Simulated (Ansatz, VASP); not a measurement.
# KF: VASP beside Ansatz

INCAR

```
SYSTEM = KF
ALGO = Normal
EDIFF = 1E-8
ENCUT = 520
GGA = PS
ISIF = 2
ISMEAR = -1
LASPH = .True.
LCHARG = .False.
LEFG = .True.
LREAL = .False.
LWAVE = .False.
NBANDS = 15
NELM = 80
PREC = Accurate
SIGMA = 0.01
```

Contents of KPOINTS:

```
k-points
0
Gamma
  9 9 9
  0 0 0
```

POSCAR

```
KF
1.0
    0.0000000000      2.6645584616      2.6645584616
    2.6645584616      0.0000000000      2.6645584616
    2.6645584616      2.6645584616      0.0000000000
K F
1 1
Direct
    0.0000000000      0.0000000000      0.0000000000
    0.5000000000      0.5000000000      0.5000000000
```

Input for Ansatz:

```yaml
crystal:
  lattice:
    - [0.0, 2.6645584616, 2.6645584616]
    - [2.6645584616, 0.0, 2.6645584616]
    - [2.6645584616, 2.6645584616, 0.0]
  atoms:
    - { symbol: K, position: [0.0, 0.0, 0.0] }
    - { symbol: F, position: [0.5, 0.5, 0.5] }
kpoints:
  mp_grid: { grid: [9, 9, 9] }
scf:
  occupations: { method: fermi_dirac, width: 0.01 }
hamiltonian:
  xc: pbesol
  pseudopotentials: { kind: all_electron, datasets: crystal }
output:
  forces: true
  stress: true
  eigenvalues: true
  efg: { contact_densities: true }
```

Change from the starting cell: volume scaled by 0.99, crystal datasets.

Alike in both runs: task electric field gradients; functional PBEsol; k mesh 9 × 9 × 9; occupations fermi-dirac, width 0.01 eV; no spin polarisation.

|  | VASP | Ansatz |
| --- | --- | --- |
| version | VASP 6.6.1 | Ansatz 0.2.0 |
| potentials or method | VASP PAW PBE potentials, release 64 (K_sv, F), cutoff 520 eV | all-electron PAW with datasets made for the crystal, scalar-relativistic |

Ansatz gave:

- gap on the k mesh at the Fermi level (eV): 6.08
- pressure (GPa): -0.4

Problem. Estimate VASP's values.

Solution. gap on the k mesh at the Fermi level (eV): 6.07; pressure (GPa): -0.4.

VASP's potentials were made for PBE, not for PBEsol. Ansatz ran all-electron here, and VASP with PAW potentials.
